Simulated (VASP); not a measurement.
# CsI (P4/mmm) in VASP: further runs

The runs below take CsI through single point, with PBE.

Program: VASP 6.6.1. These are calculated values, not measurements. Logs are shortened: lines on timing, memory, paths and dates and some standing lists are left out, and cuts for length are marked.

## 1. The cell of the first run

The structure is tetragonal, space group P4/mmm (No. 123). Conventional cell: a = 4.567 Å, b = 4.567 Å, c = 4.475 Å, α = 90.00°, β = 90.00°, γ = 90.00°. Cs (site symmetry 4/mmm) has 8 I at 3.93 Å and 6 Cs at 4.48 to 4.57 Å within 5.2 Å. Within 5.2 Å of I (site symmetry 4/mmm) lie 8 Cs at 3.93 Å and 6 I at 4.48 to 4.57 Å.

## 2. Single point, PBE (strain -0.0200 x Voigt [0, 0, 1, 0, 0, 0])

INCAR reads:

```
SYSTEM = CsI
  PREC = Accurate
  ENCUT = 500
  EDIFF = 1E-6
  ISMEAR = 0
  SIGMA = 0.05
  LREAL = .False.
  LASPH = .True.
  NELM = 120
  ALGO = Normal
  ISIF = 2
  LWAVE = .False.
  LCHARG = .True.
  GGA = PE
  LELF = .True.
  LVHAR = .True.
  NBANDS = 15
  GGA_COMPAT = .False.
```

KPOINTS reads:

```
Automatic mesh
0
Gamma
  6 6 6
  0 0 0
```

POSCAR reads:

```
CsI
1.0
    4.5667000000      0.0000000000      0.0000000000
    0.0000000000      4.5667000000      0.0000000000
    0.0000000000      0.0000000000      4.4753660000
Cs I
1 1
Direct
    0.0000000000      0.0000000000      0.0000000000
    0.5000000000      0.5000000000      0.5000000000
```

Potentials or basis: VASP PAW PBE potentials, release 64 (Cs_sv, I).

Started as:

```bash
$ cat potpaw_PBE.64/Cs_sv/POTCAR potpaw_PBE.64/I/POTCAR > POTCAR
$ mpirun -np 1 vasp_std > vasp.out
```

OUTCAR:

```text
SYSTEM = CsI
   PREC = Accurate
   ENCUT = 500
   EDIFF = 1E-6
   ISMEAR = 0
   LREAL = .False.
   LASPH = .True.
   NELM = 120
   ISIF = 2
   GGA = PE

 ion  position               nearest neighbor table
   1  0.000  0.000  0.000-
   2  0.500  0.500  0.500-

  LATTYP: Found a simple tetragonal cell.
 ALAT       =     4.5667000000
 C/A-ratio  =     0.9800000000

  Lattice vectors:

 A1 = (   4.5667000000,   0.0000000000,   0.0000000000)
 A2 = (   0.0000000000,   4.5667000000,   0.0000000000)
 A3 = (   0.0000000000,   0.0000000000,   4.4753660000)

Analysis of symmetry for initial positions (statically):
=====================================================================
 Subroutine PRICEL returns:
 Original cell was already a primitive cell.

 Routine SETGRP: Setting up the symmetry group for a
 simple tetragonal supercell.

 Subroutine GETGRP returns: Found 16 space group operations
 (whereof 16 operations were pure point group operations)
 out of a pool of 16 trial point group operations.

The static configuration has the point symmetry D_4h.

Analysis of symmetry for dynamics (positions and initial velocities):
=====================================================================
 Subroutine PRICEL returns:
 Original cell was already a primitive cell.

 Routine SETGRP: Setting up the symmetry group for a
 simple tetragonal supercell.

 Subroutine GETGRP returns: Found 16 space group operations
 (whereof 16 operations were pure point group operations)
 out of a pool of 16 trial point group operations.

The dynamic configuration has the point symmetry D_4h.

 Subroutine INISYM returns: Found 16 space group operations
 (whereof 16 operations are pure point group operations),
 and found     1 'primitive' translations

----------------------------------------------------------------------------------------

                                     Primitive cell

  volume of cell :      93.3326

  direct lattice vectors                    reciprocal lattice vectors
     4.566700000  0.000000000  0.000000000     0.218976504  0.000000000  0.000000000
     0.000000000  4.566700000  0.000000000     0.000000000  0.218976504  0.000000000
     0.000000000  0.000000000  4.475366000     0.000000000  0.000000000  0.223445412

  length of vectors
     4.566700000  4.566700000  4.475366000     0.218976504  0.218976504  0.223445412

  position of ions in fractional coordinates (direct lattice)
     0.000000000  0.000000000  0.000000000
     0.500000000  0.500000000  0.500000000

  ion indices of the primitive-cell ions
   primitive index   ion index
                 1           1
                 2           2

----------------------------------------------------------------------------------------

 KPOINTS: Automatic mesh

Automatic generation of k-mesh.
 Grid dimensions read from file:
 generate k-points for:    6    6    6

 Generating k-lattice:

  Cartesian coordinates                     Fractional coordinates (reciprocal lattice)
     0.036496084  0.000000000  0.000000000     0.166666667  0.000000000  0.000000000
     0.000000000  0.036496084  0.000000000     0.000000000  0.166666667  0.000000000
     0.000000000  0.000000000  0.037240902     0.000000000  0.000000000  0.166666667

  Length of vectors
     0.036496084  0.036496084  0.037240902

  Shift w.r.t. Gamma in fractional coordinates (k-lattice)
     0.000000000  0.000000000  0.000000000

 Subroutine IBZKPT returns following result:
 ===========================================

 Found     40 irreducible k-points:

 Following reciprocal coordinates:
            Coordinates               Weight
  0.000000  0.000000  0.000000      1.000000
  0.166667  0.000000  0.000000      4.000000
  0.333333  0.000000  0.000000      4.000000
  0.500000  0.000000  0.000000      2.000000
  0.166667  0.166667  0.000000      4.000000
  0.333333  0.166667  0.000000      8.000000
[... 16 lines left out ...]
  0.333333  0.000000  0.333333      8.000000
  0.500000  0.000000  0.333333      4.000000
 [... further k-points ...]
   k-points           NKPTS =     40   k-points in BZ     NKDIM =     40   number of bands    NBANDS=     15
   number of dos      NEDOS =    301   number of ions     NIONS =      2
   total plane-waves  NPLWV =  46656
   dimension x,y,z NGX =    36 NGY =   36 NGZ =   36
   dimension x,y,z NGXF=    72 NGYF=   72 NGZF=   72
   ions per type =               1   1
   NGX,Y,Z   is equivalent  to a cutoff of  13.11, 13.11, 13.37 a.u.
   NGXF,Y,Z  is equivalent  to a cutoff of  26.21, 26.21, 26.75 a.u.
 SYSTEM =  CsI
   PREC   = accura    normal or accurate (medium, high low for compatibility)
   ISTART =      0    job   : 0-new  1-cont  2-samecut
   ICHARG =      2    charge: 1-file 2-atom 10-const
   ISPIN  =      1    spin polarized calculation?
   LNONCOLLINEAR =      F non collinear calculations
   LSORBIT =      F    spin-orbit coupling
   LASPH  =      T    aspherical Exc in radial PAW
   ENCUT  =  500.0 eV  36.75 Ry    6.06 a.u.   8.33  8.33  8.16*2*pi/ulx,y,z
   NELM   =    120;   NELMIN=  2; NELMDL= -5     # of ELM steps
   EDIFF  = 0.1E-05   stopping-criterion for ELM
   LREAL  =      F    real-space projection
   EDIFFG = 0.1E-04   stopping-criterion for IOM
   NSW    =      0    number of steps for IOM
   IBRION =     -1    ionic relax: 0-MD 1-quasi-New 2-CG
   NFREE  =      0    steps in history (QN), initial steepest desc. (CG)
   ISIF   =      2    stress and relaxation
   ISYM   =      2    0-nonsym 1-usesym 2-fastsym
   POTIM  = 0.5000    time-step for ionic-motion
   TEBEG  =    0.0;   TEEND  =   0.0 temperature during run
   PSTRESS=    0.0 pullay stress
   NELECT =      16.0000    total number of electrons
   NUPDOWN=      -1.0000    fix difference up-down
   EMIN   =  10.00;   EMAX   =-10.00  energy-range for DOS
   EFERMI =   0.00;   METHOD = LEGACY
   ISMEAR =     0;   SIGMA  =   0.05  broadening in eV -4-tet -1-fermi 0-gaus
   EFERMI_NEDOS =   21; number of points for ismear=-14 and -15
   IALGO  =     38    algorithm
   IMIX   =      4    mixing-type and parameters
     AMIX     =   0.40;   BMIX     =  1.00
     AMIX_MAG =   1.60;   BMIX_MAG =  1.00
  volume/ion in A,a.u.               =      46.67       314.92
  Fermi-wavevector in a.u.,A,eV,Ry     =   0.909432  1.718578 11.252928  0.827067
  Thomas-Fermi vector in A             =   2.033476
   LORBIT       =      0    0 simple, 1 ext, 2 COOP (PROOUT), +10 PAW based schemes
   GGA     = PE    functional components
   LHFCALC =     F    Hartree Fock is set to
   AEXX    =    0.0000 exact exchange contribution
   IVDW    =     0    specifies the selected vdW correction
   LEPSILON=     F    determine dielectric tensor
   LRPA    =     F    only Hartree local field effects (RPA)
 non-spin polarized calculation
 Gauss-broadening in eV      SIGMA  =   0.05
  energy-cutoff  :      500.00
  volume of cell :       93.33
 maximum number of plane-waves:      2405
 NGX is ok and might be reduce to    36
   NGX = 17   NGY = 17   NGZ = 17

 number of electron      16.0000001 magnetization

 Free energy of the ion-electron system (eV)
  ---------------------------------------------------
  ext. energy  EPLUGINS =         0.00000000
  ---------------------------------------------------
  free energy    TOTEN  =        -5.41462397 eV

  energy without entropy =       -5.41462397  energy(sigma->0) =       -5.41462397

 E-fermi :   1.2866     XC(G=0):  -7.8554

 val. band max:        0.9960406303   @ k =   0.5000   0.5000   0.0000
 cond. band min:       4.8657881236   @ k =   0.0000   0.0000   0.0000
 fundamental gap:      3.8697474933
 Fermi energy:         1.2865674220

 k-point     1 :       0.0000    0.0000    0.0000
  band No.  band energies     occupation
      1     -19.4327      2.00000
      2      -9.7538      2.00000
      3      -6.1388      2.00000
      4      -6.1388      2.00000
      5      -6.1121      2.00000
      6       0.8199      2.00000
      7       0.8199      2.00000
      8       0.9143      2.00000
      9       4.8658      0.00000
     10       5.0585      0.00000
     11       5.1232      0.00000
     12       8.6352      0.00000
     13       8.7935      0.00000
     14       8.7935      0.00000
     15      11.0679      0.00000

 k-point     2 :       0.1667    0.0000    0.0000
  band No.  band energies     occupation
      1     -19.4264      2.00000
      2      -9.7590      2.00000
      3      -6.1729      2.00000
      4      -6.1220      2.00000
      5      -6.0965      2.00000
      6       0.3443      2.00000
      7       0.7741      2.00000
      8       0.8758      2.00000
      9       5.2493      0.00000
     10       5.4691      0.00000
     11       5.6944      0.00000
     12       8.5915      0.00000
     13       8.7243      0.00000
     14       8.9175      0.00000
     15       9.9376      0.00000

 k-point     3 :       0.3333    0.0000    0.0000
  band No.  band energies     occupation
      1     -19.4138      2.00000
      2      -9.7718      2.00000
      3      -6.2285      2.00000
      4      -6.0880      2.00000
      5      -6.0648      2.00000
      6      -0.3728      2.00000
      7       0.6804      2.00000
      8       0.7964      2.00000
      9       5.7153      0.00000
     10       6.6328      0.00000
     11       7.0312      0.00000
     12       8.4885      0.00000
     13       8.6947      0.00000
     14       8.7702      0.00000
     15       9.2253      0.00000
[... 343 lines left out ...]
 k-point    23 :       0.3333    0.0000    0.3333
  band No.  band energies     occupation
      1     -19.3920      2.00000
      2      -9.6588      2.00000
      3      -6.4305      2.00000
      4      -6.3053      2.00000
      5      -6.0466      2.00000
      6      -0.0985      2.00000
      7       0.2039      2.00000
      8       0.7997      2.00000
      9       5.7565      0.00000
     10       6.2570      0.00000
     11       7.2915      0.00000
     12       7.9594      0.00000
     13       8.2449      0.00000
     14       8.8479      0.00000
     15      10.1691      0.00000

 k-point    24 :       0.5000    0.0000    0.3333
  band No.  band energies     occupation
      1     -19.3862      2.00000
      2      -9.6253      2.00000
      3      -6.4333      2.00000
      4      -6.4296      2.00000
      5      -6.0347      2.00000
      6      -0.1124      2.00000
      7       0.1788      2.00000
      8       0.8339      2.00000
      9       5.5648      0.00000
     10       6.1121      0.00000
     11       7.2757      0.00000
     12       7.3772      0.00000
     13       8.6912      0.00000
     14      10.2227      0.00000
     15      10.3335      0.00000

 [... further k-points ...]

------------------------ aborting loop because EDIFF is reached ----------------------------------------

  FORCE on cell =-STRESS in cart. coord.  units (eV):
  Direction    XX          YY          ZZ          XY          YZ          ZX
  --------------------------------------------------------------------------------------
  -------------------------------------------------------------------------------------
  Total        0.5619903      0.5619903      0.7788247      0.0000000      0.0000000      0.0000000
  in kB        9.6473024      9.6473024     13.3695489      0.0000000      0.0000000      0.0000000
  external PRESSURE =      10.8880512 kB  Pullay stress =       0.0000000 kB

 VOLUME and BASIS-vectors are now :
 -----------------------------------------------------------------------------
  energy-cutoff  :      500.00
  volume of cell :       93.33
      direct lattice vectors                 reciprocal lattice vectors
     4.566700000  0.000000000  0.000000000     0.218976504  0.000000000  0.000000000
     0.000000000  4.566700000  0.000000000     0.000000000  0.218976504  0.000000000
     0.000000000  0.000000000  4.475366000     0.000000000  0.000000000  0.223445412

 POSITION                                       TOTAL-FORCE (eV/Angst)
 -----------------------------------------------------------------------------------
      0.00000      0.00000      0.00000         0.000000      0.000000      0.000000
      2.28335      2.28335      2.23768         0.000000      0.000000      0.000000
 -----------------------------------------------------------------------------------
    total drift:                               -0.000000      0.000000      0.000000

  FREE ENERGIE OF THE ION-ELECTRON SYSTEM (eV)
  ---------------------------------------------------
  free  energy   TOTEN  =        -5.4146239718 eV

  energy  without entropy=       -5.4146239718  energy(sigma->0) =       -5.41462397
```

Run time: 72 s. Hardware: 1 thread of Intel Xeon 8259CL, shared host; peak memory 0.23 GiB.

What came out:

```yaml
Free_energy: -5.4146 eV
Pressure: 1.1 GPa
Band_gap_on_the_k_mesh: 3.87 eV (least direct gap 3.95 eV)
```

Levels at points of the mesh, in eV from the valence-band top:
| k point | band 4 | band 5 | band 6 | band 7 | band 8 | band 9 | band 10 | band 11 | band 12 | band 13 |
| --- | --- | --- | --- | --- | --- | --- | --- | --- | --- | --- |
| (0.00, 0.00, 0.00) | -7.13 | -7.11 | -0.18 | -0.18 | -0.08 | 3.87 | 4.06 | 4.13 | 7.64 | 7.80 |
| (0.50, 0.00, 0.00) | -7.07 | -7.04 | -1.67 | -0.36 | -0.24 | 5.11 | 6.49 | 6.72 | 6.76 | 7.95 |
| (0.50, 0.50, 0.00) | -7.51 | -7.01 | -0.93 | -0.93 | 0.00 | 4.16 | 4.96 | 6.16 | 6.16 | 9.42 |
| (0.00, 0.00, 0.50) | -7.06 | -7.06 | -1.68 | -0.34 | -0.34 | 5.16 | 6.54 | 6.73 | 6.84 | 7.81 |
| (0.50, 0.00, 0.50) | -7.49 | -7.02 | -0.97 | -0.91 | -0.09 | 4.19 | 4.82 | 5.96 | 6.02 | 9.54 |
| (0.50, 0.50, 0.50) | -7.37 | -7.37 | -1.44 | -1.41 | -1.41 | 7.14 | 7.14 | 7.25 | 7.84 | 7.84 |

Caveat: the cell differs from its parent crystal (strain -0.0200 x Voigt [0, 0, 1, 0, 0, 0]); spin-orbit coupling is left out, which moves the levels of the heavy elements. A k mesh can miss the band edges.

## 3. Single point, PBE (strain -0.0150 x Voigt [0, 0, 1, 0, 0, 0])

INCAR reads:

```
SYSTEM = CsI
PREC = Accurate
ENCUT = 500
EDIFF = 1E-6
ISMEAR = 0
SIGMA = 0.05
LREAL = .False.
LASPH = .True.
NELM = 120
ALGO = Normal
ISIF = 2
LWAVE = .False.
LCHARG = .False.
GGA = PE
NBANDS = 15
GGA_COMPAT = .False.
```

KPOINTS is that of step 2.

POSCAR: that of step 2 with these lines changed.

```diff
@@ -4,3 +4,3 @@
     0.0000000000      4.5667000000      0.0000000000
-    0.0000000000      0.0000000000      4.4753660000
+    0.0000000000      0.0000000000      4.4981995000
 Cs I
```

Potentials or basis: VASP PAW PBE potentials, release 64 (Cs_sv, I).

Started as:

```bash
$ cat potpaw_PBE.64/Cs_sv/POTCAR potpaw_PBE.64/I/POTCAR > POTCAR
$ mpirun -np 1 vasp_std > vasp.out
```

It took 65 s on 1 thread of Intel Xeon 8259CL, shared host; peak memory 0.23 GiB.

Results (log left out):

```yaml
Free_energy: -5.4184 eV
Pressure: 1.0 GPa
Band_gap_on_the_k_mesh: 3.87 eV (least direct gap 3.96 eV)
```

Stress tensor (GPa, compression positive):
```
0.92 0.00 0.00
0.00 0.92 0.00
0.00 0.00 1.20
```

Levels at points of the mesh, in eV from the valence-band top:
```tsv
k point	band 5	band 6	band 7	band 8	band 9	band 10	band 11	band 12
(0.00, 0.00, 0.00)	-7.10	-0.15	-0.15	-0.08	3.87	4.09	4.14	7.67
(0.50, 0.00, 0.00)	-7.04	-1.64	-0.33	-0.24	5.13	6.49	6.73	6.77
(0.50, 0.50, 0.00)	-7.00	-0.91	-0.91	0.00	4.18	4.95	6.14	6.14
(0.00, 0.00, 0.50)	-7.05	-1.65	-0.31	-0.31	5.17	6.52	6.75	6.81
(0.50, 0.00, 0.50)	-7.01	-0.94	-0.90	-0.07	4.21	4.85	5.99	6.04
(0.50, 0.50, 0.50)	-7.37	-1.41	-1.38	-1.38	7.15	7.15	7.23	7.84
```

Caveat: the cell differs from its parent crystal (strain -0.0150 x Voigt [0, 0, 1, 0, 0, 0]); spin-orbit coupling is left out, which moves the levels of the heavy elements. A k mesh can miss the band edges.

## 4. Single point, PBE (strain -0.0100 x Voigt [0, 0, 1, 0, 0, 0])

INCAR reads:

```
PREC = Accurate
ENCUT = 500
EDIFF = 1E-6
ISMEAR = 0
SIGMA = 0.05
LREAL = F
LASPH = T
NELM = 120
ALGO = Normal
ISIF = 2
LWAVE = F
LCHARG = F
GGA = PE
NBANDS = 15
GGA_COMPAT = F
```

KPOINTS reads:

```
Automatic mesh
0
Gamma
  6 6 6
```

POSCAR: that of step 3 with these lines changed.

```diff
@@ -4,3 +4,3 @@
     0.0000000000      4.5667000000      0.0000000000
-    0.0000000000      0.0000000000      4.4981995000
+    0.0000000000      0.0000000000      4.5210330000
 Cs I
```

Started as:

```bash
$ cat potpaw_PBE.64/Cs_sv/POTCAR potpaw_PBE.64/I/POTCAR > POTCAR
$ mpirun -np 1 vasp_std > vasp.out
```

Run time: 61 s. Hardware: 1 thread of Intel Xeon 8259CL, shared host; peak memory 0.23 GiB.

It converged, with:

```yaml
Free_energy: -5.4217 eV
Pressure: 0.9 GPa
Band_gap_on_the_k_mesh: 3.88 eV (least direct gap 3.96 eV)
```

Stress tensor (GPa, compression positive):
```
0.88 0.00 0.00
0.00 0.88 0.00
0.00 0.00 1.06
```

Levels at points of the mesh, in eV from the valence-band top:
```
           k point  band 5  band 6  band 7  band 8  band 9  band 10  band 11  band 12
(0.00, 0.00, 0.00)   -7.10   -0.13   -0.13   -0.09    3.88     4.12     4.15     7.70
(0.50, 0.00, 0.00)   -7.04   -1.61   -0.30   -0.24    5.16     6.49     6.73     6.79
(0.50, 0.50, 0.00)   -7.00   -0.89   -0.89    0.00    4.20     4.94     6.13     6.13
(0.00, 0.00, 0.50)   -7.04   -1.62   -0.29   -0.29    5.18     6.51     6.77     6.79
(0.50, 0.00, 0.50)   -7.00   -0.91   -0.89   -0.04    4.22     4.88     6.03     6.06
(0.50, 0.50, 0.50)   -7.36   -1.37   -1.36   -1.36    7.16     7.16     7.21     7.85
```

Caveat: the cell differs from its parent crystal (strain -0.0100 x Voigt [0, 0, 1, 0, 0, 0]); spin-orbit coupling is left out, which moves the levels of the heavy elements. A k mesh can miss the band edges.

## 5. Summary

```tsv
cell	gap on the mesh (eV)	pressure (GPa)
a = 4.567, b = 4.567, c = 4.475 Å, 2 atoms	3.87	1.1
a = 4.567, b = 4.567, c = 4.498 Å, 2 atoms	3.87	1.0
a = 4.567, b = 4.567, c = 4.521 Å, 2 atoms	3.88	0.9
```

Alike in all rows: task single point; level PBE; potentials or basis VASP PAW PBE potentials, release 64 (Cs_sv, I); no spin polarisation; k mesh 6 × 6 × 6; cutoff (eV) 500; smearing gaussian 0.05 eV.

Caveats: spin-orbit coupling is left out, which moves the levels of the heavy elements.

Total energies depend on the potentials used, so only differences within one code and one set of settings carry meaning.
